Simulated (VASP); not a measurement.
# ZnS (P6_3mc) in VASP: further runs, part 2 of 2

VASP 6.6.1.

## (3) Single point, PBE

This run uses another cell than the first one, of the same volume but with other edges.

The input, INCAR:

```
ALGO = Normal
EDIFF = 1E-7
ENCUT = 520
GGA = PE
ISIF = 2
ISMEAR = 0
LASPH = T
LCHARG = F
LREAL = F
LWAVE = F
NBANDS = 26
NELM = 80
PREC = Accurate
SIGMA = 0.05
```

The input, KPOINTS:

```
k-points
0
Gamma
  12 12 6
```

The input, POSCAR:

```
ZnS
1.0
    3.5862871595      0.0000000000      0.0000000000
   -1.7931435797      3.1058157854      0.0000000000
    0.0000000000      0.0000000000      7.0397023249
Zn S
2 2
Direct
    0.3333333333      0.6666666667      0.0000000000
    0.6666666667      0.3333333333      0.5000000000
    0.3333333333      0.6666666667      0.3850000000
    0.6666666667      0.3333333333      0.8850000000
```

Potentials or basis: VASP PAW PBE potentials, release 64 (Zn, S).

Launch:

```
$ cat potpaw_PBE.64/Zn/POTCAR potpaw_PBE.64/S/POTCAR > POTCAR
$ mpirun -np 1 vasp_std > vasp.out
```

Wall time 2.2 min (1 thread of Intel Xeon Platinum 8259CL at 2.50GHz (Skylake/Cascade Lake), shared host); peak memory 0.27 GiB.

Results (log left out):

```
Free energy            : -12.9219 eV
Pressure               : 7.7 GPa
Largest force          : 0.768 eV/Å
Band gap on the k mesh : 1.50 eV
```

Forces in eV/Å, atoms in the order of the input:
```
Zn   0.000  0.000  0.768
Zn   0.000  0.000  0.768
S    0.000  0.000 -0.768
S    0.000  0.000 -0.768
```

Stress tensor (GPa, compression positive):
```
14.74  0.00  0.00
 0.00 14.74  0.00
 0.00  0.00 -6.46
```

Levels at points of the mesh, in eV from the valence-band top:
```csv
k point,band 14,band 15,band 16,band 17,band 18,band 19,band 20,band 21,band 22,band 23
"(0.00, 0.00, 0.00)",-1.07,-0.42,-0.42,0.00,0.00,1.50,4.06,5.48,6.88,6.88
"(0.50, 0.00, 0.00)",-4.97,-3.18,-1.99,-1.82,-1.33,3.23,4.07,4.52,5.33,6.88
"(0.00, 0.00, 0.50)",-3.55,-0.22,-0.22,-0.22,-0.22,3.87,3.87,5.67,5.67,7.19
"(0.50, 0.00, 0.50)",-5.33,-2.17,-2.17,-1.68,-1.68,2.91,2.91,4.85,4.85,8.34
```

Caveat: the stress differs along the axes, from -6 to 15 GPa.

## (4) Single point, PBE

This run uses another cell than the first one, of the same volume but with other edges.

The input, INCAR:

```
PREC = Accurate ; ENCUT = 520
EDIFF = 1E-6 ; ISMEAR = 0
SIGMA = 0.05 ; LREAL = F
LASPH = T ; NELM = 100
ALGO = Normal ; ISIF = 2
LWAVE = F ; LCHARG = F
GGA = PE ; NBANDS = 26
```

The input, KPOINTS:

```
regular mesh
0
Gamma
  12 12 6
```

The input, POSCAR:

```
ZnS
1.0
    3.9184069144      0.0000000000      0.0000000000
   -1.9592034572      3.3934399303      0.0000000000
    0.0000000000      0.0000000000      5.8969215411
Zn S
2 2
Direct
    0.3333333333      0.6666666667      0.0000000000
    0.6666666667      0.3333333333      0.5000000000
    0.3333333333      0.6666666667      0.3850000000
    0.6666666667      0.3333333333      0.8850000000
```

Potentials or basis: VASP PAW PBE potentials, release 64 (Zn, S).

Launch:

```
$ cat potpaw_PBE.64/Zn/POTCAR potpaw_PBE.64/S/POTCAR > POTCAR
$ mpirun -np 1 vasp_std > vasp.out
```

OUTCAR:

```text
PREC = Accurate
   ENCUT = 520
   EDIFF = 1E-6
   ISMEAR = 0
   LREAL = F
   LASPH = T
   NELM = 100
   ISIF = 2
   GGA = PE

 ion  position               nearest neighbor table
   1  0.333  0.667  0.000-   3 2.27   4 2.36   4 2.36   4 2.36
   2  0.667  0.333  0.500-   4 2.27   3 2.36   3 2.36   3 2.36
   3  0.333  0.667  0.385-   1 2.27   2 2.36   2 2.36   2 2.36
   4  0.667  0.333  0.885-   2 2.27   1 2.36   1 2.36   1 2.36

  LATTYP: Found a hexagonal cell.
 ALAT       =     3.9184069144
 C/A-ratio  =     1.5049283216

  Lattice vectors:

 A1 = (   3.9184069144,   0.0000000000,   0.0000000000)
 A2 = (  -1.9592034572,   3.3934399303,   0.0000000000)
 A3 = (   0.0000000000,   0.0000000000,   5.8969215411)

Analysis of symmetry for initial positions (statically):
=====================================================================
 Subroutine PRICEL returns:
 Original cell was already a primitive cell.

 Routine SETGRP: Setting up the symmetry group for a
 hexagonal supercell.

 Subroutine GETGRP returns: Found 12 space group operations
[... 166 lines left out ...]
  ext. energy  EPLUGINS =         0.00000000
  ---------------------------------------------------
  free energy    TOTEN  =       -13.55165598 eV

  energy without entropy =      -13.55165598  energy(sigma->0) =      -13.55165598

 E-fermi :   2.4868     XC(G=0):  -9.6477

 val. band max:        2.2767075203   @ k =   0.0000   0.0000   0.0000
 cond. band min:       4.4029519198   @ k =   0.0000   0.0000   0.0000
 fundamental gap:      2.1262443994
 Fermi energy:         2.4868026412

 k-point     1 :       0.0000    0.0000    0.0000
  band No.  band energies     occupation
      1     -11.0272      2.00000
      2      -9.8980      2.00000
      3      -4.1630      2.00000
      4      -4.1573      2.00000
      5      -4.1573      2.00000
      6      -4.0725      2.00000
[... 685 lines left out ...]
     25      11.3694      0.00000
     26      12.0064      0.00000

 [... further k-points ...]
[... 5 lines left out ...]
  --------------------------------------------------------------------------------------
  -------------------------------------------------------------------------------------
  Total       -0.3131407     -0.3131407      4.5884706      0.0000000      0.0000000      0.0000000
  in kB       -6.3984548     -6.3984548     93.7569543      0.0000000      0.0000000      0.0000000
  external PRESSURE =      26.9866816 kB  Pullay stress =       0.0000000 kB

 VOLUME and BASIS-vectors are now :
 -----------------------------------------------------------------------------
  energy-cutoff  :      520.00
  volume of cell :       78.41
      direct lattice vectors                 reciprocal lattice vectors
     3.918406914  0.000000000  0.000000000     0.255205756  0.147343112  0.000000000
    -1.959203457  3.393439930  0.000000000     0.000000000  0.294686224  0.000000000
     0.000000000  0.000000000  5.896921541     0.000000000  0.000000000  0.169580008

 POSITION                                       TOTAL-FORCE (eV/Angst)
 -----------------------------------------------------------------------------------
     -0.00000      2.26229      0.00000         0.000000     -0.000000     -0.290092
      1.95920      1.13115      2.94846        -0.000000      0.000000     -0.290092
     -0.00000      2.26229      2.27031        -0.000000      0.000000      0.290092
      1.95920      1.13115      5.21878         0.000000      0.000000      0.290092
 -----------------------------------------------------------------------------------
    total drift:                               -0.000000     -0.000001     -0.000583

  FREE ENERGIE OF THE ION-ELECTRON SYSTEM (eV)
  ---------------------------------------------------
  free  energy   TOTEN  =       -13.5516559774 eV

  energy  without entropy=      -13.5516559774  energy(sigma->0) =      -13.55165598
```

Wall time 2 min (1 thread of Intel Xeon Platinum 8259CL at 2.50GHz (Skylake/Cascade Lake), shared host); peak memory 0.28 GiB.

What came out:

- Free energy: -13.5517 eV
- Pressure: 2.7 GPa
- Largest force: 0.290 eV/Å
- Band gap on the k mesh: 2.13 eV

Forces on the atoms (eV/Å):
```
Zn   0.000  0.000 -0.290
Zn   0.000  0.000 -0.290
S    0.000  0.000  0.290
S    0.000  0.000  0.290
```

Levels at points of the mesh, in eV from the valence-band top:
```tsv
k point	band 14	band 15	band 16	band 17	band 18	band 19	band 20	band 21	band 22	band 23
(0.00, 0.00, 0.00)	-1.30	-1.30	-0.19	-0.19	0.00	2.13	2.30	5.85	5.85	7.46
(0.50, 0.00, 0.00)	-4.07	-3.35	-2.61	-1.72	-0.98	3.14	4.25	5.45	6.77	7.94
(0.00, 0.00, 0.50)	-2.68	-0.77	-0.77	-0.77	-0.77	3.14	3.14	6.30	6.30	6.30
(0.50, 0.00, 0.50)	-4.96	-1.86	-1.86	-1.40	-1.40	3.58	3.58	5.30	5.30	8.80
```

Caveat: the stress differs along the axes, from -1 to 9 GPa. A k mesh can miss the band edges.

## (5) Single point, PBE

This run uses another cell than the first one, of the same volume but with other edges.

The input, INCAR:

```
SYSTEM = ZnS
ALGO = Normal
EDIFF = 1E-7
ENCUT = 520
GGA = PE
ISIF = 2
ISMEAR = 0
LASPH = .TRUE.
LCHARG = .FALSE.
LREAL = .FALSE.
LWAVE = .FALSE.
NBANDS = 26
NELM = 80
PREC = Accurate
SIGMA = 0.05
```

The input, KPOINTS:

```
k-points
0
G
  12 12 6
  0 0 0
```

The input, POSCAR:

```
ZnS
1.0
    3.6918262054      0.0000000000      0.0000000000
   -1.8459131027      3.1972152802      0.0000000000
    0.0000000000      0.0000000000      6.6429643440
Zn S
2 2
Direct
    0.3333333333      0.6666666667      0.0000000000
    0.6666666667      0.3333333333      0.5000000000
    0.3333333333      0.6666666667      0.3850000000
    0.6666666667      0.3333333333      0.8850000000
```

Launch:

```
$ cat potpaw_PBE.64/Zn/POTCAR potpaw_PBE.64/S/POTCAR > POTCAR
$ mpirun -np 1 vasp_std > vasp.out
```

Wall time 1.9 min (1 thread of Intel Xeon Platinum 8259CL at 2.50GHz (Skylake/Cascade Lake), shared host); peak memory 0.27 GiB.

The run converged. Its results:

```yaml
Free_energy: -13.4122 eV
Pressure: 4.4 GPa
Largest_force: 0.649 eV/Å
Band_gap_on_the_k_mesh: 1.99 eV
```

Forces on the atoms (eV/Å):
```
Zn   0.000  0.000  0.649
Zn   0.000  0.000  0.649
S    0.000  0.000 -0.649
S    0.000  0.000 -0.649
```

Stress tensor (GPa, compression positive):
```
 8.74  0.00  0.00
 0.00  8.74  0.00
 0.00  0.00 -4.34
```

Levels at points of the mesh, in eV from the valence-band top:
```tsv
k point	band 16	band 17	band 18	band 19	band 20	band 21
(0.00, 0.00, 0.00)	-0.45	0.00	0.00	1.99	3.58	5.80
(0.50, 0.00, 0.00)	-2.09	-1.65	-1.16	3.85	3.90	4.77
(0.00, 0.00, 0.50)	-0.31	-0.31	-0.31	3.77	3.77	6.24
(0.50, 0.00, 0.50)	-1.86	-1.65	-1.65	3.31	3.31	4.95
```

Caveat: the stress differs along the axes, from -4 to 9 GPa. A k mesh can miss the band edges.

## (6) Summary

| cell | gap on the mesh (eV) | pressure (GPa) | largest force (eV/Å) |
| --- | --- | --- | --- |
| a = 4.023, b = 4.023, c = 5.594 Å, angles 90.0, 90.0, 120.0°, 4 atoms | 1.80 | 4.8 | 1.32 |
| a = 3.586, b = 3.586, c = 7.040 Å, angles 90.0, 90.0, 120.0°, 4 atoms | 1.50 | 7.7 | 0.77 |
| a = 3.918, b = 3.918, c = 5.897 Å, angles 90.0, 90.0, 120.0°, 4 atoms | 2.13 | 2.7 | 0.29 |
| a = 3.692, b = 3.692, c = 6.643 Å, angles 90.0, 90.0, 120.0°, 4 atoms | 1.99 | 4.4 | 0.65 |

Alike in all rows: task single point; level PBE; potentials or basis VASP PAW PBE potentials, release 64 (Zn, S); no spin polarisation; k mesh 12 × 12 × 6; cutoff (eV) 520; smearing gaussian 0.05 eV.

Caveats: the stress differs along the axes, from -3 to 21 GPa (at least some runs); forces of over 1 eV/Å act on the atoms, so gaps and moduli don't describe the material at rest (at least some runs); the stress differs along the axes, from -6 to 15 GPa (at least some runs); the stress differs along the axes, from -1 to 9 GPa (at least some runs); the stress differs along the axes, from -4 to 9 GPa (at least some runs).

Absolute energies hang on the potentials; compare differences alone.
